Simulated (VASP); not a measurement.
## TiAl: single point with r2SCAN

The system is TiAl.

```
Ti Al
1.0
     3.26866    0.00000    0.00000
     0.00000    3.26866    0.00000
     0.00000    0.00000    3.00717
Ti Al
1 1
Direct
  0.00000 0.00000 0.00000
  0.50000 0.50000 0.50000
```

This cell differs from its parent crystal: ratio of the length along z to the lengths across it x 0.92, volume and fractional coordinates fixed.

```yaml
Program: VASP 6.6.1
Task: single point
Functional: r2SCAN
Potentials_or_basis: VASP PAW PBE potentials, release 64 (Ti_sv, Al)
Cutoff: 520 eV
k_mesh: 16 × 16 × 16
Occupations: gaussian, width 0.15 eV
Spin: no spin polarisation
```

- Pressure: -0.3 GPa
- Band gap on the k mesh: zero (an odd number of electrons rules out a gap without spin polarisation)

Stress tensor (GPa, compression positive):
```
-0.17  0.00  0.00
 0.00 -0.17  0.00
 0.00  0.00 -0.66
```

Levels at points of the mesh, in eV from the Fermi level:
```tsv
k point	band 4	band 5	band 6	band 7	band 8	band 9	band 10	band 11	band 12	band 13
(0.00, 0.00, 0.00)	-34.28	-9.83	-1.65	-1.53	1.72	2.29	2.29	3.86	3.86	6.40
(0.50, 0.00, 0.00)	-34.27	-6.69	-5.63	-0.73	-0.11	1.02	2.46	2.86	6.61	9.00
(0.50, 0.50, 0.00)	-34.26	-5.59	-2.67	-2.67	-1.76	1.42	1.42	2.68	4.40	4.99
(0.00, 0.00, 0.50)	-34.41	-5.82	-5.41	-0.39	0.04	0.04	2.05	3.73	6.69	9.11
(0.50, 0.00, 0.50)	-34.40	-4.97	-2.45	-1.94	-1.47	0.61	0.73	2.91	5.28	5.37
(0.50, 0.50, 0.50)	-34.52	-3.26	-3.19	-3.19	1.01	2.79	2.81	2.81	3.09	3.20
```

Wall time 11 min on 1 thread of Intel Xeon 8259CL, on a shared host, peak memory 0.3 GiB.

Caveat: the PAW data sets were made with another functional, which shifts forces and pressure a little.
